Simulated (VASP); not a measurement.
Wanted: the native input for a VASP 6.6.1 run.

| Item | Value |
| --- | --- |
| Task | single point |
| Functional | PBE |
| Potentials or basis | VASP PAW PBE potentials, release 64 (Mg, O) |
| Cutoff | 520 eV |
| k mesh | 9 × 9 × 6 |
| Occupations | gaussian, width 0.05 eV |
| Spin | no spin polarisation |
| Dipole correction | no |
| Further INCAR settings | ALGO = Normal; EDIFF = 1e-06; NBANDS = 16 |

The structure of MgO lies in POSCAR:

```
MgO
1.0
    3.3926000000      0.0000000000      0.0000000000
   -1.6963000000      2.9380777849      0.0000000000
    0.0000000000      0.0000000000      4.7118000000
Mg O
2 2
Direct
    0.3333333333      0.6666666667      0.0063188013
    0.6666666667      0.3333333333      0.5063188013
    0.3333333333      0.6666666667      0.3982811987
    0.6666666667      0.3333333333      0.8982811987
```

One way to write it, as run:

INCAR

```
PREC = Accurate
ENCUT = 520
EDIFF = 1E-6
ISMEAR = 0
SIGMA = 0.05
LREAL = False
LASPH = True
NELM = 80
ALGO = Normal
ISIF = 2
LWAVE = False
LCHARG = False
GGA = PE
NBANDS = 16
```

KPOINTS

```
regular mesh
0
Gamma
  9 9 6
```

Potentials or basis: VASP PAW PBE potentials, release 64 (Mg, O).

Run with:

```console
$ cat potpaw_PBE.64/Mg/POTCAR potpaw_PBE.64/O/POTCAR > POTCAR
$ mpirun -np 1 vasp_std > vasp.out
```

It gave:

The pressure is 5.3 GPa. The largest force is 1.630 eV/Å and the band gap on the k mesh is 3.43 eV, direct.

Caveat: forces of over 1 eV/Å act on the atoms, so gaps and moduli don't describe the material at rest.

It took 31 s on 1 thread of Intel(R) Xeon(R) Platinum 8488C (Sapphire Rapids), with other jobs on the host, peak memory 0.19 GiB.
